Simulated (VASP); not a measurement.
# LiAlF4 (P6_3mc) in VASP: further runs

LiAlF4 is run at these levels: PBE, PBEsol; tasks: single point.

Program: VASP 6.6.1. These are calculated values, not measurements. Logs are shortened: lines on timing, memory, paths and dates and some standing lists are left out, and cuts for length are marked.

## (1) The cell of the first run

The structure is hexagonal, space group P6_3mc (No. 186). Conventional cell: a = 5.511 Å, b = 5.511 Å, c = 9.000 Å, α = 90.00°, β = 90.00°, γ = 120.00°. Within 2.1 Å of Li (site symmetry 3m) lie 4 F at 1.55 to 1.75 Å. Al (site symmetry 3m) has 4 F at 1.70 to 1.82 Å within 2.3 Å. Within 2.3 Å of F (site symmetry m) lie 1 Al at 1.70 Å and 1 Li at 1.75 Å. Within 2.1 Å of F (site symmetry 3m) lie 1 Li at 1.55 Å and 1 Al at 1.82 Å.

The cell was built from a structure type or drawn by symmetry, and may not be a known phase.

## (2) Single point, PBE

Input file INCAR:

```
SYSTEM = LiAlF4
ALGO     = Normal         ! electronic algorithm
EDIFF    = 1E-7           ! SCF threshold, eV
ENCUT    = 520            ! plane-wave cutoff, eV
GGA      = PE             ! functional
ISIF     = 2              ! what is computed and relaxed
ISMEAR   = 0              ! smearing method
LASPH    = .TRUE.         ! aspherical terms in the spheres
LCHARG   = .FALSE.        ! write CHGCAR
LREAL    = .FALSE.        ! projectors in reciprocal space
LWAVE    = .FALSE.        ! write WAVECAR
NBANDS   = 46             ! bands
NELM     = 100            ! most SCF steps
PREC     = Accurate       ! precision mode
SIGMA    = 0.1            ! smearing width, eV
```

Input file KPOINTS:

```
k-points
0
G
  6 6 2
  0 0 0
```

Input file POSCAR:

```
LiAlF4
1.0
    5.5114194700      0.0000000000      0.0000000000
   -2.7557097400      4.7730292800      0.0000000000
    0.0000000000      0.0000000000      9.0001108100
Li Al F
2 2 8
Direct
    0.3333333300      0.6666666700      0.9374999900
    0.6666666700      0.3333333300      0.4374999900
    0.6666666700      0.3333333300      0.0625000100
    0.3333333300      0.6666666700      0.5625000100
    0.0191432500      0.5095716200      0.0376239800
    0.4904283800      0.5095716200      0.0376239800
    0.4904283800      0.9808567500      0.0376239800
    0.3333333300      0.6666666700      0.7651781800
    0.6666666700      0.3333333300      0.2651781800
    0.5095716200      0.0191432500      0.5376239800
    0.5095716200      0.4904283800      0.5376239800
    0.9808567500      0.4904283800      0.5376239800
```

Potentials or basis: VASP PAW PBE potentials, release 64 (Li_sv, Al, F).

Launch:

```sh
cat potpaw_PBE.64/Li_sv/POTCAR potpaw_PBE.64/Al/POTCAR potpaw_PBE.64/F/POTCAR > POTCAR
mpirun -np 1 vasp_std > vasp.out
```

OUTCAR:

```text
SYSTEM = LiAlF4
   EDIFF = 1E-7
   ENCUT = 520
   GGA = PE
   ISIF = 2
   ISMEAR = 0
   LASPH = .TRUE.
   LREAL = .FALSE.
   NELM = 100
   PREC = Accurate

 ion  position               nearest neighbor table
   1  0.333  0.667  0.937-   8 1.55   5 1.75   7 1.75   6 1.75
   2  0.667  0.333  0.437-   9 1.55  12 1.75  10 1.75  11 1.75
   3  0.667  0.333  0.063-   5 1.70   6 1.70   7 1.70   9 1.82
   4  0.333  0.667  0.563-  12 1.70  11 1.70  10 1.70   8 1.82
   5  0.019  0.510  0.038-   3 1.70   1 1.75
   6  0.490  0.510  0.038-   3 1.70   1 1.75
   7  0.490  0.981  0.038-   3 1.70   1 1.75
   8  0.333  0.667  0.765-   1 1.55   4 1.82
   9  0.667  0.333  0.265-   2 1.55   3 1.82
  10  0.510  0.019  0.538-   4 1.70   2 1.75
  11  0.510  0.490  0.538-   4 1.70   2 1.75
  12  0.981  0.490  0.538-   4 1.70   2 1.75

  LATTYP: Found a hexagonal cell.
 ALAT       =     5.5114194700
 C/A-ratio  =     1.6329932532

  Lattice vectors:

 A1 = (   5.5114194700,   0.0000000000,   0.0000000000)
 A2 = (  -2.7557097400,   4.7730292800,   0.0000000000)
 A3 = (   0.0000000000,   0.0000000000,   9.0001108100)

Analysis of symmetry for initial positions (statically):
=====================================================================
 Subroutine PRICEL returns:
 Original cell was already a primitive cell.

 Routine SETGRP: Setting up the symmetry group for a
 hexagonal supercell.

 Subroutine GETGRP returns: Found 12 space group operations
 (whereof  6 operations were pure point group operations)
 out of a pool of 24 trial point group operations.

The static configuration has the point symmetry C_3v.
 The point group associated with its full space group is C_6v.

Analysis of symmetry for dynamics (positions and initial velocities):
=====================================================================
 Subroutine PRICEL returns:
 Original cell was already a primitive cell.

 Routine SETGRP: Setting up the symmetry group for a
 hexagonal supercell.

 Subroutine GETGRP returns: Found 12 space group operations
 (whereof  6 operations were pure point group operations)
 out of a pool of 24 trial point group operations.

The dynamic configuration has the point symmetry C_3v.
 The point group associated with its full space group is C_6v.

 Subroutine INISYM returns: Found 12 space group operations
 (whereof  6 operations are pure point group operations),
 and found     1 'primitive' translations

----------------------------------------------------------------------------------------

                                     Primitive cell

  volume of cell :     236.7584

  direct lattice vectors                    reciprocal lattice vectors
     5.511419470  0.000000000  0.000000000     0.181441461  0.104755276  0.000000000
    -2.755709740  4.773029280  0.000000000     0.000000000  0.209510552  0.000000000
     0.000000000  0.000000000  9.000110810     0.000000000  0.000000000  0.111109743

  length of vectors
     5.511419470  5.511419479  9.000110810     0.209510553  0.209510552  0.111109743

  position of ions in fractional coordinates (direct lattice)
     0.333333330  0.666666670  0.937499990
     0.666666670  0.333333330  0.437499990
     0.666666670  0.333333330  0.062500010
     0.333333330  0.666666670  0.562500010
     0.019143250  0.509571620  0.037623980
     0.490428380  0.509571620  0.037623980
     0.490428380  0.980856750  0.037623980
     0.333333330  0.666666670  0.765178180
     0.666666670  0.333333330  0.265178180
     0.509571620  0.019143250  0.537623980
     0.509571620  0.490428380  0.537623980
     0.980856750  0.490428380  0.537623980

  ion indices of the primitive-cell ions
   primitive index   ion index
                 1           1
                 2           2
                 3           3
                 4           4
                 5           5
                 6           6
                 7           7
                 8           8
                 9           9
                10          10
                11          11
                12          12

----------------------------------------------------------------------------------------

 KPOINTS: k-points

Automatic generation of k-mesh.
 Grid dimensions read from file:
 generate k-points for:    6    6    2

 Generating k-lattice:

  Cartesian coordinates                     Fractional coordinates (reciprocal lattice)
     0.030240243  0.017459213  0.000000000     0.166666667  0.000000000  0.000000000
     0.000000000  0.034918425  0.000000000     0.000000000  0.166666667  0.000000000
     0.000000000  0.000000000  0.055554872     0.000000000  0.000000000  0.500000000

  Length of vectors
     0.034918425  0.034918425  0.055554872

  Shift w.r.t. Gamma in fractional coordinates (k-lattice)
     0.000000000  0.000000000  0.000000000

 Subroutine IBZKPT returns following result:
 ===========================================

 Found     14 irreducible k-points:

 Following reciprocal coordinates:
            Coordinates               Weight
  0.000000  0.000000  0.000000      1.000000
  0.166667  0.000000  0.000000      6.000000
  0.333333  0.000000  0.000000      6.000000
  0.500000  0.000000  0.000000      3.000000
  0.166667  0.166667  0.000000      6.000000
  0.333333  0.166667  0.000000     12.000000
  0.333333  0.333333  0.000000      2.000000
  0.000000  0.000000  0.500000      1.000000
  0.166667  0.000000  0.500000      6.000000
  0.333333  0.000000  0.500000      6.000000
  0.500000  0.000000  0.500000      3.000000
  0.166667  0.166667  0.500000      6.000000
  0.333333  0.166667  0.500000     12.000000
  0.333333  0.333333  0.500000      2.000000
   k-points           NKPTS =     14   k-points in BZ     NKDIM =     14   number of bands    NBANDS=     46
   number of dos      NEDOS =    301   number of ions     NIONS =     12
   total plane-waves  NPLWV = 123480
   dimension x,y,z NGX =    42 NGY =   42 NGZ =   70
   dimension x,y,z NGXF=    84 NGYF=   84 NGZF=  140
   ions per type =               2   2   8
   NGX,Y,Z   is equivalent  to a cutoff of  12.67, 12.67, 12.93 a.u.
   NGXF,Y,Z  is equivalent  to a cutoff of  25.34, 25.34, 25.86 a.u.
 SYSTEM =  LiAlF4
   PREC   = accura    normal or accurate (medium, high low for compatibility)
   ISTART =      0    job   : 0-new  1-cont  2-samecut
   ICHARG =      2    charge: 1-file 2-atom 10-const
   ISPIN  =      1    spin polarized calculation?
   LNONCOLLINEAR =      F non collinear calculations
   LSORBIT =      F    spin-orbit coupling
   LASPH  =      T    aspherical Exc in radial PAW
   ENCUT  =  520.0 eV  38.22 Ry    6.18 a.u.  10.25 10.25 16.73*2*pi/ulx,y,z
   NELM   =    100;   NELMIN=  2; NELMDL= -5     # of ELM steps
   EDIFF  = 0.1E-06   stopping-criterion for ELM
   LREAL  =      F    real-space projection
   EDIFFG = 0.1E-05   stopping-criterion for IOM
   NSW    =      0    number of steps for IOM
   IBRION =     -1    ionic relax: 0-MD 1-quasi-New 2-CG
   NFREE  =      0    steps in history (QN), initial steepest desc. (CG)
   ISIF   =      2    stress and relaxation
   ISYM   =      2    0-nonsym 1-usesym 2-fastsym
   POTIM  = 0.5000    time-step for ionic-motion
   TEBEG  =    0.0;   TEEND  =   0.0 temperature during run
   PSTRESS=    0.0 pullay stress
   NELECT =      68.0000    total number of electrons
   NUPDOWN=      -1.0000    fix difference up-down
   EMIN   =  10.00;   EMAX   =-10.00  energy-range for DOS
   EFERMI =   0.00;   METHOD = LEGACY
   ISMEAR =     0;   SIGMA  =   0.10  broadening in eV -4-tet -1-fermi 0-gaus
   EFERMI_NEDOS =   21; number of points for ismear=-14 and -15
   IALGO  =     38    algorithm
   IMIX   =      4    mixing-type and parameters
     AMIX     =   0.40;   BMIX     =  1.00
     AMIX_MAG =   1.60;   BMIX_MAG =  1.00
  volume/ion in A,a.u.               =      19.73       133.14
  Fermi-wavevector in a.u.,A,eV,Ry     =   1.080130  2.041150 15.873654  1.166681
  Thomas-Fermi vector in A             =   2.216113
   LORBIT       =      0    0 simple, 1 ext, 2 COOP (PROOUT), +10 PAW based schemes
   GGA     = PE    functional components
   LHFCALC =     F    Hartree Fock is set to
   AEXX    =    0.0000 exact exchange contribution
   IVDW    =     0    specifies the selected vdW correction
   LEPSILON=     F    determine dielectric tensor
   LRPA    =     F    only Hartree local field effects (RPA)
 non-spin polarized calculation
 Gauss-broadening in eV      SIGMA  =   0.10
  energy-cutoff  :      520.00
  volume of cell :      236.76
 maximum number of plane-waves:      6412
 NGX is ok and might be reduce to    42
   NGX = 21   NGY = 21   NGZ = 33

 number of electron      67.9999987 magnetization

 Free energy of the ion-electron system (eV)
  ---------------------------------------------------
  ext. energy  EPLUGINS =         0.00000000
  ---------------------------------------------------
  free energy    TOTEN  =       -63.60221092 eV

  energy without entropy =      -63.60221092  energy(sigma->0) =      -63.60221092

 E-fermi :  -4.2122     XC(G=0):  -6.3160

 val. band max:       -4.7883212366   @ k =   0.0000   0.0000   0.0000
 cond. band min:       1.5319211805   @ k =   0.0000   0.0000   0.0000
 fundamental gap:      6.3202424171
 Fermi energy:        -4.2121931023

 k-point     1 :       0.0000    0.0000    0.0000
  band No.  band energies     occupation
      1     -44.2993      2.00000
      2     -44.2992      2.00000
      3     -25.3512      2.00000
      4     -25.3404      2.00000
      5     -24.9271      2.00000
      6     -24.9271      2.00000
[... 38 lines left out ...]
     45       8.5576      0.00000
     46       8.5583      0.00000
[... 596 lines left out ...]
      6     -25.0862      2.00000
[... 38 lines left out ...]
     45       8.0847      0.00000
     46       8.0847      0.00000

------------------------ aborting loop because EDIFF is reached ----------------------------------------

  FORCE on cell =-STRESS in cart. coord.  units (eV):
  Direction    XX          YY          ZZ          XY          YZ          ZX
  --------------------------------------------------------------------------------------
  -------------------------------------------------------------------------------------
  Total        3.0663915      3.0663915      6.4874231     -0.0000000      0.0000000     -0.0000000
  in kB       20.7507004     20.7507004     43.9013003     -0.0000000      0.0000000     -0.0000000
  external PRESSURE =      28.4675670 kB  Pullay stress =       0.0000000 kB

 VOLUME and BASIS-vectors are now :
 -----------------------------------------------------------------------------
  energy-cutoff  :      520.00
  volume of cell :      236.76
      direct lattice vectors                 reciprocal lattice vectors
     5.511419470  0.000000000  0.000000000     0.181441461  0.104755276  0.000000000
    -2.755709740  4.773029280  0.000000000     0.000000000  0.209510552  0.000000000
     0.000000000  0.000000000  9.000110810     0.000000000  0.000000000  0.111109743

 POSITION                                       TOTAL-FORCE (eV/Angst)
 -----------------------------------------------------------------------------------
     -0.00000      3.18202      8.43760         0.000000      0.000000      1.794080
      2.75571      1.59101      3.93755         0.000000      0.000000      1.794080
      2.75571      1.59101      0.56251         0.000000      0.000000      2.895878
     -0.00000      3.18202      5.06256         0.000000      0.000000      2.895878
     -1.29872      2.43220      0.33862        -1.142783     -0.659786     -0.348125
      1.29873      2.43220      0.33862         1.142783     -0.659786     -0.348125
      0.00000      4.68166      0.33862        -0.000000      1.319572     -0.348125
     -0.00000      3.18202      6.88669         0.000000      0.000000     -3.645584
      2.75571      1.59101      2.38663         0.000000      0.000000     -3.645584
      2.75571      0.09137      4.83868         0.000000     -1.319572     -0.348125
      1.45698      2.34083      4.83868        -1.142783      0.659786     -0.348125
      4.05443      2.34083      4.83868         1.142783      0.659786     -0.348125
 -----------------------------------------------------------------------------------
    total drift:                               -0.000188      0.000108      0.014056

  FREE ENERGIE OF THE ION-ELECTRON SYSTEM (eV)
  ---------------------------------------------------
  free  energy   TOTEN  =       -63.6022109194 eV

  energy  without entropy=      -63.6022109194  energy(sigma->0) =      -63.60221092
```

Run time: 95 s. Hardware: 1 thread of Intel Xeon 6975P-C (Granite Rapids), shared host; peak memory 0.39 GiB.

Results:

```
Free energy            : -63.6022 eV
Largest force          : 3.646 eV/Å
Band gap on the k mesh : 6.32 eV
```

Forces in eV/Å, atoms in the order of the input:
```
Li   0.000  0.000  1.794
Li   0.000  0.000  1.794
Al   0.000  0.000  2.896
Al   0.000  0.000  2.896
F   -1.143 -0.660 -0.348
F    1.143 -0.660 -0.348
F    0.000  1.320 -0.348
F    0.000  0.000 -3.646
F    0.000  0.000 -3.646
F    0.000 -1.320 -0.348
F   -1.143  0.660 -0.348
F    1.143  0.660 -0.348
```

Caveat: the cutoff is under 1.25 times the usual one of these potentials, so pressure, stress and relaxed cells hold a basis-set (Pulay) error; forces of over 1 eV/Å act on the atoms, so gaps and moduli don't describe the material at rest. A k mesh can miss the band edges.

## (3) Single point, PBE

This run uses another cell than the first one, of 22.97 Å³/atom.

Input file INCAR:

```
PREC = Accurate
ENCUT = 520
EDIFF = 1E-7
ISMEAR = 0
SIGMA = 0.1
LREAL = False
LASPH = True
NELM = 60
ALGO = Normal
ISIF = 2
LWAVE = False
LCHARG = False
GGA = PE
NBANDS = 46
```

Input file KPOINTS:

```
regular mesh
0
Gamma
  6 6 2
```

Input file POSCAR:

```
LiAlF4
1.0
    5.7971554669      0.0000000030      0.0000000000
   -2.8985777361      5.0204839025      0.0000000000
    0.0000000000      0.0000000000      9.4704550068
Li Al F
2 2 8
Direct
    0.3333333333      0.6666666667      0.9586666229
    0.6666666667      0.3333333333      0.4586666229
    0.6666666667      0.3333333333      0.0838006081
    0.3333333333      0.6666666667      0.5838006081
   -0.0151119818      0.4924440091      0.0242940455
    0.5075559909      0.4924440091      0.0242940455
    0.5075559909      1.0151119818      0.0242940455
    0.3333333333      0.6666666667      0.7627007524
    0.6666666667      0.3333333333      0.2627007524
    0.4924440091     -0.0151119818      0.5242940455
    0.4924440091      0.5075559909      0.5242940455
    1.0151119818      0.5075559909      0.5242940455
```

Potentials or basis: VASP PAW PBE potentials, release 64 (Li_sv, Al, F).

Launch:

```sh
cat potpaw_PBE.64/Li_sv/POTCAR potpaw_PBE.64/Al/POTCAR potpaw_PBE.64/F/POTCAR > POTCAR
mpirun -np 1 vasp_std > vasp.out
```

Wall time 1.9 min (1 thread of Intel Xeon 6975P-C (Granite Rapids), shared host); peak memory 0.46 GiB.

It converged, with:

```yaml
Free_energy: -65.6289 eV
Largest_force: 0.038 eV/Å
Band_gap_on_the_k_mesh: 7.11 eV
```

Forces in eV/Å, atoms in the order of the input:
```
Li   0.000  0.000  0.001
Li   0.000  0.000  0.001
Al   0.000  0.000 -0.004
Al   0.000  0.000 -0.004
F    0.031  0.018 -0.011
F   -0.031  0.018 -0.011
F    0.000 -0.036 -0.011
F    0.000  0.000  0.038
F    0.000  0.000  0.038
F    0.000  0.036 -0.011
F    0.031 -0.018 -0.011
F   -0.031 -0.018 -0.011
```

Levels at points of the mesh, in eV from the valence-band top:
```tsv
k point	band 30	band 31	band 32	band 33	band 34	band 35	band 36	band 37	band 38	band 39
(0.00, 0.00, 0.00)	-0.23	-0.01	-0.01	0.00	0.00	7.11	8.74	9.32	12.03	12.47
(0.50, 0.00, 0.00)	-0.27	-0.24	-0.20	-0.16	0.00	8.73	8.84	10.13	10.26	10.60
(0.00, 0.00, 0.50)	-0.11	-0.11	-0.11	0.00	0.00	7.62	7.62	11.00	11.00	12.41
(0.50, 0.00, 0.50)	-0.25	-0.20	-0.20	-0.09	-0.09	8.99	8.99	9.47	9.47	11.65
```

Caveat: the cutoff is under 1.25 times the usual one of these potentials, so pressure, stress and relaxed cells hold a basis-set (Pulay) error. A k mesh can miss the band edges.

## (4) Single point, PBE

This run uses another cell than the first one, of 23.28 Å³/atom.

Input file INCAR:

```
SYSTEM = LiAlF4
PREC = Accurate
ENCUT = 520
EDIFF = 1E-6
ISMEAR = 0
SIGMA = 0.02
LREAL = .FALSE.
LASPH = .TRUE.
NELM = 80
ALGO = Normal
ISIF = 2
LWAVE = .FALSE.
LCHARG = .TRUE.
GGA = PE
LELF = .TRUE.
LVHAR = .TRUE.
NBANDS = 46
```

Input file KPOINTS:

```
Automatic mesh
0
G
  6 6 4
  0 0 0
```

Input file POSCAR:

```
LiAlF4
1.0
    5.8238673683      0.0000000000      0.0000000000
   -2.9119336841      5.0436170893      0.0000000000
    0.0000000000      0.0000000000      9.5109613314
Li Al F
2 2 8
Direct
    0.3333333333      0.6666666667      0.9587365775
    0.6666666667      0.3333333333      0.4587365775
    0.6666666667      0.3333333333      0.0837592034
    0.3333333333      0.6666666667      0.5837592034
    0.9836453553      0.4918226777      0.0245139078
    0.5081773223      0.4918226777      0.0245139078
    0.5081773223      0.0163546447      0.0245139078
    0.3333333333      0.6666666667      0.7620126156
    0.6666666667      0.3333333333      0.2620126156
    0.4918226777      0.9836453553      0.5245139078
    0.4918226777      0.5081773223      0.5245139078
    0.0163546447      0.5081773223      0.5245139078
```

Launch:

```sh
cat potpaw_PBE.64/Li_sv/POTCAR potpaw_PBE.64/Al/POTCAR potpaw_PBE.64/F/POTCAR > POTCAR
mpirun -np 1 vasp_std > vasp.out
```

It took 2.5 min on 1 thread of Intel Xeon 6975P-C (Granite Rapids), shared host; peak memory 0.52 GiB.

The run converged. Its results:

```yaml
Free_energy: -65.6335 eV
Largest_force: 0.076 eV/Å
Band_gap_on_the_k_mesh: 7.11 eV
```

Forces in eV/Å, atoms in the order of the input:
```
Li   0.000  0.000  0.002
Li   0.000  0.000  0.002
Al   0.000  0.000  0.000
Al   0.000  0.000  0.000
F    0.062  0.036 -0.025
F   -0.062  0.036 -0.025
F    0.000 -0.072 -0.025
F    0.000  0.000  0.074
F    0.000  0.000  0.074
F    0.000  0.072 -0.025
F    0.062 -0.036 -0.025
F   -0.062 -0.036 -0.025
```

Levels at points of the mesh, in eV from the valence-band top:
| k point | band 31 | band 32 | band 33 | band 34 | band 35 | band 36 | band 37 | band 38 |
| --- | --- | --- | --- | --- | --- | --- | --- | --- |
| (0.00, 0.00, 0.00) | 0.00 | 0.00 | 0.00 | 0.00 | 7.11 | 8.72 | 9.30 | 12.01 |
| (0.50, 0.00, 0.00) | -0.23 | -0.19 | -0.16 | 0.00 | 8.70 | 8.82 | 10.11 | 10.22 |
| (0.00, 0.00, 0.50) | -0.11 | -0.11 | 0.00 | 0.00 | 7.61 | 7.61 | 10.97 | 10.97 |
| (0.50, 0.00, 0.50) | -0.19 | -0.19 | -0.08 | -0.08 | 8.97 | 8.97 | 9.45 | 9.45 |

Caveat: the cutoff is under 1.25 times the usual one of these potentials, so pressure, stress and relaxed cells hold a basis-set (Pulay) error.

(Part 1 of 2 ends here.)
